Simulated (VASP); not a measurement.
# Ru (P6_3/mmc) in VASP: single point with PBEsol

Aim: the single point of Ru with PBEsol.

Everything below comes from runs of VASP 6.6.1. Logs are shortened: lines on timing, memory, paths and dates and some standing lists are left out, and cuts for length are marked.

**1. The cell of the first run**

Symmetry: P6_3/mmc, No. 194, hexagonal system. The conventional cell has a = 2.672 Å, b = 2.672 Å, c = 17.304 Å, α = 90.00°, β = 90.00°, γ = 120.00°. Within 3.5 Å of Ru (site symmetry 3m) lie 12 Ru at 2.63 to 2.68 Å. Ru (site symmetry -3m) has 12 Ru at 2.67 to 2.68 Å within 3.5 Å. Within 3.5 Å of Ru (site symmetry -6m2) lie 12 Ru at 2.63 to 2.67 Å.

**2. Single point, PBEsol**

The input, INCAR:

```
SYSTEM = Ru
PREC     = Accurate       ! precision mode
ENCUT    = 520            ! plane-wave cutoff, eV
EDIFF    = 1E-6           ! SCF threshold, eV
ISMEAR   = 0              ! smearing method
SIGMA    = 0.1            ! smearing width, eV
LREAL    = .FALSE.        ! projectors in reciprocal space
LASPH    = .TRUE.         ! aspherical terms in the spheres
NELM     = 80             ! most SCF steps
ALGO     = Fast           ! electronic algorithm
ISIF     = 2              ! what is computed and relaxed
LWAVE    = .FALSE.        ! write WAVECAR
LCHARG   = .FALSE.        ! write CHGCAR
GGA      = PS             ! functional
NBANDS   = 66             ! bands
```

The input, KPOINTS:

```
regular mesh
0
G
  18 18 3
  0 0 0
```

The input, POSCAR:

```
Ru
1.0
    2.6718487035      0.0000000000      0.0000000000
   -1.3359243517      2.3138888523      0.0000000000
    0.0000000000      0.0000000000     17.3037653303
Ru
8
Direct
    0.0000000000      0.0000000000     -0.0016812198
    0.3333333333      0.6666666667      0.1250000000
    0.6666666667      0.3333333333      0.2516812198
    0.0000000000      0.0000000000      0.3750000000
    0.6666666667      0.3333333333      0.4983187802
    0.3333333333      0.6666666667      0.6250000000
    0.0000000000      0.0000000000      0.7516812198
    0.6666666667      0.3333333333      0.8750000000
```

Potentials or basis: VASP PAW PBE potentials, release 64 (Ru_pv).

Command:

```sh
$ cat potpaw_PBE.64/Ru_pv/POTCAR > POTCAR
$ mpirun -np 1 vasp_std > vasp.out
```

OUTCAR:

```text
SYSTEM = Ru
   PREC = Accurate
   ENCUT = 520
   EDIFF = 1E-6
   ISMEAR = 0
   LREAL = .FALSE.
   LASPH = .TRUE.
   NELM = 80
   ISIF = 2
   GGA = PS

 ion  position               nearest neighbor table
   1  0.000  0.000  0.998-   8 2.63   8 2.63   8 2.63   2 2.68   2 2.68   2 2.68
   2  0.333  0.667  0.125-   1 2.68   3 2.68   3 2.68   1 2.68   1 2.68   3 2.68
   3  0.667  0.333  0.252-   4 2.63   4 2.63   4 2.63   2 2.68   2 2.68   2 2.68
   4  0.000  0.000  0.375-   3 2.63   5 2.63   3 2.63   5 2.63   3 2.63   5 2.63
   5  0.667  0.333  0.498-   4 2.63   4 2.63   4 2.63   6 2.68   6 2.68   6 2.68
   6  0.333  0.667  0.625-   7 2.68   5 2.68   5 2.68   7 2.68   7 2.68   5 2.68
   7  0.000  0.000  0.752-   8 2.63   8 2.63   8 2.63   6 2.68   6 2.68   6 2.68
   8  0.667  0.333  0.875-   1 2.63   7 2.63   1 2.63   7 2.63   1 2.63   7 2.63

  LATTYP: Found a hexagonal cell.
 ALAT       =     2.6718487035
 C/A-ratio  =     6.4763267874

  Lattice vectors:

 A1 = (   2.6718487035,   0.0000000000,   0.0000000000)
 A2 = (  -1.3359243517,   2.3138888523,   0.0000000000)
 A3 = (   0.0000000000,   0.0000000000,  17.3037653303)

Analysis of symmetry for initial positions (statically):
=====================================================================
 Subroutine PRICEL returns:
 Original cell was already a primitive cell.

 Routine SETGRP: Setting up the symmetry group for a
 hexagonal supercell.

 Subroutine GETGRP returns: Found 24 space group operations
 (whereof  6 operations were pure point group operations)
 out of a pool of 24 trial point group operations.

The static configuration has the point symmetry C_3v.
 The point group associated with its full space group is D_6h.

Analysis of symmetry for dynamics (positions and initial velocities):
=====================================================================
 Subroutine PRICEL returns:
 Original cell was already a primitive cell.

 Routine SETGRP: Setting up the symmetry group for a
 hexagonal supercell.

 Subroutine GETGRP returns: Found 24 space group operations
 (whereof  6 operations were pure point group operations)
 out of a pool of 24 trial point group operations.

The dynamic configuration has the point symmetry C_3v.
 The point group associated with its full space group is D_6h.

 Subroutine INISYM returns: Found 24 space group operations
 (whereof  6 operations are pure point group operations),
 and found     1 'primitive' translations

----------------------------------------------------------------------------------------

                                     Primitive cell

  volume of cell :     106.9781

  direct lattice vectors                    reciprocal lattice vectors
     2.671848703  0.000000000  0.000000000     0.374272689  0.216086438  0.000000000
    -1.335924352  2.313888852  0.000000000     0.000000000  0.432172876  0.000000000
     0.000000000  0.000000000 17.303765330     0.000000000  0.000000000  0.057790890

  length of vectors
     2.671848703  2.671848703 17.303765330     0.432172876  0.432172876  0.057790890

  position of ions in fractional coordinates (direct lattice)
     0.000000000  0.000000000  0.998318780
     0.333333333  0.666666667  0.125000000
     0.666666667  0.333333333  0.251681220
     0.000000000  0.000000000  0.375000000
     0.666666667  0.333333333  0.498318780
     0.333333333  0.666666667  0.625000000
     0.000000000  0.000000000  0.751681220
     0.666666667  0.333333333  0.875000000

  ion indices of the primitive-cell ions
   primitive index   ion index
                 1           1
                 2           2
                 3           3
                 4           4
                 5           5
                 6           6
                 7           7
                 8           8

----------------------------------------------------------------------------------------

 KPOINTS: regular mesh

Automatic generation of k-mesh.
 Grid dimensions read from file:
 generate k-points for:   18   18    3

 Generating k-lattice:

  Cartesian coordinates                     Fractional coordinates (reciprocal lattice)
     0.020792927  0.012004802  0.000000000     0.055555556  0.000000000  0.000000000
     0.000000000  0.024009604  0.000000000     0.000000000  0.055555556  0.000000000
     0.000000000  0.000000000  0.019263630     0.000000000  0.000000000  0.333333333

  Length of vectors
     0.024009604  0.024009604  0.019263630

  Shift w.r.t. Gamma in fractional coordinates (k-lattice)
     0.000000000  0.000000000  0.000000000

 Subroutine IBZKPT returns following result:
 ===========================================

 Found     74 irreducible k-points:

 Following reciprocal coordinates:
            Coordinates               Weight
  0.000000  0.000000  0.000000      1.000000
  0.055556 -0.000000  0.000000      6.000000
  0.111111 -0.000000  0.000000      6.000000
  0.166667 -0.000000  0.000000      6.000000
  0.222222  0.000000  0.000000      6.000000
  0.277778 -0.000000  0.000000      6.000000
[... 16 lines left out ...]
  0.333333  0.111111  0.000000     12.000000
  0.388889  0.111111  0.000000     12.000000
 [... further k-points ...]
   k-points           NKPTS =     74   k-points in BZ     NKDIM =     74   number of bands    NBANDS=     66
   number of dos      NEDOS =    301   number of ions     NIONS =      8
   total plane-waves  NPLWV =  56000
   dimension x,y,z NGX =    20 NGY =   20 NGZ =  140
   dimension x,y,z NGXF=    40 NGYF=   40 NGZF=  280
   ions per type =               8
   NGX,Y,Z   is equivalent  to a cutoff of  12.44, 12.44, 13.45 a.u.
   NGXF,Y,Z  is equivalent  to a cutoff of  24.89, 24.89, 26.90 a.u.
 SYSTEM =  Ru
   PREC   = accura    normal or accurate (medium, high low for compatibility)
   ISTART =      0    job   : 0-new  1-cont  2-samecut
   ICHARG =      2    charge: 1-file 2-atom 10-const
   ISPIN  =      1    spin polarized calculation?
   LNONCOLLINEAR =      F non collinear calculations
   LSORBIT =      F    spin-orbit coupling
   LASPH  =      T    aspherical Exc in radial PAW
   ENCUT  =  520.0 eV  38.22 Ry    6.18 a.u.   4.97  4.97 32.17*2*pi/ulx,y,z
   NELM   =     80;   NELMIN=  2; NELMDL= -5     # of ELM steps
   EDIFF  = 0.1E-05   stopping-criterion for ELM
   LREAL  =      F    real-space projection
   EDIFFG = 0.1E-04   stopping-criterion for IOM
   NSW    =      0    number of steps for IOM
   IBRION =     -1    ionic relax: 0-MD 1-quasi-New 2-CG
   NFREE  =      0    steps in history (QN), initial steepest desc. (CG)
   ISIF   =      2    stress and relaxation
   ISYM   =      2    0-nonsym 1-usesym 2-fastsym
   POTIM  = 0.5000    time-step for ionic-motion
   TEBEG  =    0.0;   TEEND  =   0.0 temperature during run
   PSTRESS=    0.0 pullay stress
   NELECT =     112.0000    total number of electrons
   NUPDOWN=      -1.0000    fix difference up-down
   EMIN   =  10.00;   EMAX   =-10.00  energy-range for DOS
   EFERMI =   0.00;   METHOD = LEGACY
   ISMEAR =     0;   SIGMA  =   0.10  broadening in eV -4-tet -1-fermi 0-gaus
   EFERMI_NEDOS =   21; number of points for ismear=-14 and -15
   IALGO  =     68    algorithm
   IMIX   =      4    mixing-type and parameters
     AMIX     =   0.40;   BMIX     =  1.00
     AMIX_MAG =   1.60;   BMIX_MAG =  1.00
  volume/ion in A,a.u.               =      13.37        90.24
  Fermi-wavevector in a.u.,A,eV,Ry     =   1.662325  3.141338 37.597296  2.763323
  Thomas-Fermi vector in A             =   2.749235
   LORBIT       =      0    0 simple, 1 ext, 2 COOP (PROOUT), +10 PAW based schemes
   GGA     = PS    functional components
   LHFCALC =     F    Hartree Fock is set to
   AEXX    =    0.0000 exact exchange contribution
   IVDW    =     0    specifies the selected vdW correction
   LEPSILON=     F    determine dielectric tensor
   LRPA    =     F    only Hartree local field effects (RPA)
 non-spin polarized calculation
 RMM-DIIS sequential band-by-band and
 Gauss-broadening in eV      SIGMA  =   0.10
  energy-cutoff  :      520.00
  volume of cell :      106.98
 maximum number of plane-waves:      2949
 NGX is ok and might be reduce to    20
   NGX =  9   NGY =  9   NGZ = 65

 number of electron     112.0000000 magnetization

 Free energy of the ion-electron system (eV)
  ---------------------------------------------------
  ext. energy  EPLUGINS =         0.00000000
  ---------------------------------------------------
  free energy    TOTEN  =       -80.61309451 eV

  energy without entropy =      -80.57690561  energy(sigma->0) =      -80.59500006

 E-fermi :  12.9318     XC(G=0): -14.3735

 val. band max:       12.9261727266   @ k =   0.0000   0.0000   0.0000
 cond. band min:      12.9332555597   @ k =   0.1111   0.1111   0.0000
 fundamental gap:      0.0070828331
 Fermi energy:        12.9317952625

 k-point     1 :       0.0000    0.0000    0.0000
  band No.  band energies     occupation
      1     -30.6532      2.00000
      2     -30.5593      2.00000
      3     -30.3927      2.00000
      4     -30.0877      2.00000
      5     -30.0396      2.00000
      6     -29.6867      2.00000
[... 58 lines left out ...]
     65      13.9683      0.00000
     66      13.9955      0.00000

 k-point     2 :       0.0556   -0.0000    0.0000
  band No.  band energies     occupation
      1     -30.6424      2.00000
      2     -30.5516      2.00000
      3     -30.3865      2.00000
      4     -30.0911      2.00000
      5     -30.0432      2.00000
      6     -29.7111      2.00000
[... 58 lines left out ...]
     65      13.3972      0.00000
     66      14.3182      0.00000

 k-point     3 :       0.1111   -0.0000    0.0000
  band No.  band energies     occupation
      1     -30.6108      2.00000
      2     -30.5296      2.00000
      3     -30.3698      2.00000
      4     -30.1047      2.00000
      5     -30.0573      2.00000
      6     -29.7841      2.00000
[... 1438 lines left out ...]
     65      15.5696      0.00000
     66      15.8765      0.00000

 k-point    24 :       0.3889    0.1111    0.0000
  band No.  band energies     occupation
      1     -30.5767      2.00000
      2     -30.5516      2.00000
      3     -30.5408      2.00000
      4     -30.4995      2.00000
      5     -30.4167      2.00000
      6     -30.3616      2.00000
[... 58 lines left out ...]
     65      16.3081      0.00000
     66      16.8543      0.00000

 [... further k-points ...]

------------------------ aborting loop because EDIFF is reached ----------------------------------------

  FORCE on cell =-STRESS in cart. coord.  units (eV):
  Direction    XX          YY          ZZ          XY          YZ          ZX
  --------------------------------------------------------------------------------------
  -------------------------------------------------------------------------------------
  Total       -0.0574801     -0.0574801      0.0498068     -0.0000000      0.0000000     -0.0000000
  in kB       -0.8608619     -0.8608619      0.7459407     -0.0000000      0.0000000     -0.0000000
  external PRESSURE =      -0.3252610 kB  Pullay stress =       0.0000000 kB

 VOLUME and BASIS-vectors are now :
 -----------------------------------------------------------------------------
  energy-cutoff  :      520.00
  volume of cell :      106.98
      direct lattice vectors                 reciprocal lattice vectors
     2.671848703  0.000000000  0.000000000     0.374272689  0.216086438  0.000000000
    -1.335924352  2.313888852  0.000000000     0.000000000  0.432172876  0.000000000
     0.000000000  0.000000000 17.303765330     0.000000000  0.000000000  0.057790890

 POSITION                                       TOTAL-FORCE (eV/Angst)
 -----------------------------------------------------------------------------------
      0.00000      0.00000     17.27467         0.000000     -0.000000      0.001402
     -0.00000      1.54259      2.16297         0.000000     -0.000000     -0.000000
      1.33592      0.77130      4.35503        -0.000000      0.000000     -0.001402
      0.00000      0.00000      6.48891        -0.000000     -0.000000     -0.000000
      1.33592      0.77130      8.62279        -0.000000      0.000000      0.001402
     -0.00000      1.54259     10.81485         0.000000     -0.000000      0.000000
      0.00000      0.00000     13.00692        -0.000000     -0.000000     -0.001402
      1.33592      0.77130     15.14079        -0.000000     -0.000000     -0.000000
 -----------------------------------------------------------------------------------
    total drift:                               -0.000000      0.000000      0.000000

  FREE ENERGIE OF THE ION-ELECTRON SYSTEM (eV)
  ---------------------------------------------------
  free  energy   TOTEN  =       -80.6130945059 eV

  energy  without entropy=      -80.5769056097  energy(sigma->0) =      -80.59500006
```

Wall time 12 min (1 thread of Intel Xeon Platinum 8259CL at 2.50GHz (Skylake/Cascade Lake), shared host); peak memory 0.46 GiB.

What came out:

```
Free energy            : -80.6131 eV
Pressure               : 0.0 GPa
Band gap on the k mesh : zero (bands 56 and 57 overlap by 3.01 eV)
```

Stress tensor (GPa, compression positive):
```
-0.09  0.00  0.00
 0.00 -0.09  0.00
 0.00  0.00  0.07
```

Caveat: the PAW data sets were made with another functional, which shifts forces and pressure a little.
